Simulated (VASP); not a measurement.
**C: single point with LDA**

C:

```
CELL_PARAMETERS angstrom
0.00000 1.78012 1.78012
1.78012 0.00000 1.78012
1.78012 1.78012 0.00000
ATOMIC_POSITIONS crystal
C 0.00000 0.00000 0.00000
C 0.25000 0.25000 0.25000
```

* Program: VASP 6.6.1
* Task: single point
* Functional: LDA
* Potentials or basis: VASP PAW LDA potentials, release 64 (C)
* Cutoff: 520 eV
* k mesh: 12 × 12 × 12
* Occupations: gaussian, width 0.01 eV
* Spin: no spin polarisation

```json
{
 "Pressure": "-9.3 GPa",
 "Band gap on the k mesh": "4.14 eV, indirect (least direct gap 5.56 eV)"
}
```

Levels at points of the mesh, in eV from the valence-band top:
```tsv
k point	band 2	band 3	band 4	band 5	band 6	band 7
(0.00, 0.00, 0.00)	0.00	0.00	0.00	5.56	5.56	5.56
(0.50, 0.00, 0.00)	-13.42	-2.80	-2.80	8.41	8.41	9.09
(0.50, 0.50, 0.00)	-12.65	-6.32	-6.32	4.72	4.72	16.71
```

Run time: 3.3 s on 1 thread of Intel(R) Xeon(R) 6975P-C (Granite Rapids), with other jobs on the host, peak memory 0.11 GiB.

A k mesh can miss the band edges. Expect the measured gap to be larger: semilocal functionals such as LDA lack the derivative discontinuity.
